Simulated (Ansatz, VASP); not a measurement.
## One calculation of Ni, two programs

```
Ni
1.0
     2.81160    0.00000    0.00000
     0.00000    2.81160    0.00000
     0.00000    0.00000    2.81160
Ni
2
Direct
  0.00000 0.00000 0.00000
  0.50000 0.50000 0.50000
```

Alike in both runs: functional revPBE; k mesh 11 × 11 × 11; occupations fermi-dirac, width 0.05 eV; collinear spin.

Ansatz relaxed the structure, and its values are those at the end. VASP's run is a single point on that final structure, the one shown.

|  | VASP | Ansatz |
| --- | --- | --- |
| version | VASP 6.6.1 | Ansatz 0.2.0 |
| potentials or method | VASP PAW PBE potentials, release 64 (Ni), cutoff 520 eV | plane waves (420 eV) with PAW, scalar-relativistic |
| valence electrons in the cell | 20 | 36 |

|  | VASP | Ansatz | Ansatz less VASP |
| --- | --- | --- | --- |
| pressure (GPa) | 0.2 | 0.0 | -0.18 |
| net moment per atom (μB) | 0.00 | 0.00 | 0.000 |

VASP's potentials were made for PBE, not for revPBE. With one functional, cell and mesh, what is left measures potentials, basis and numerics. VASP's potentials hold 20 valence electrons a cell and Ansatz's 36, so a difference there can come from the potentials and not from the codes. Ansatz's warnings: seeded moment not kept.
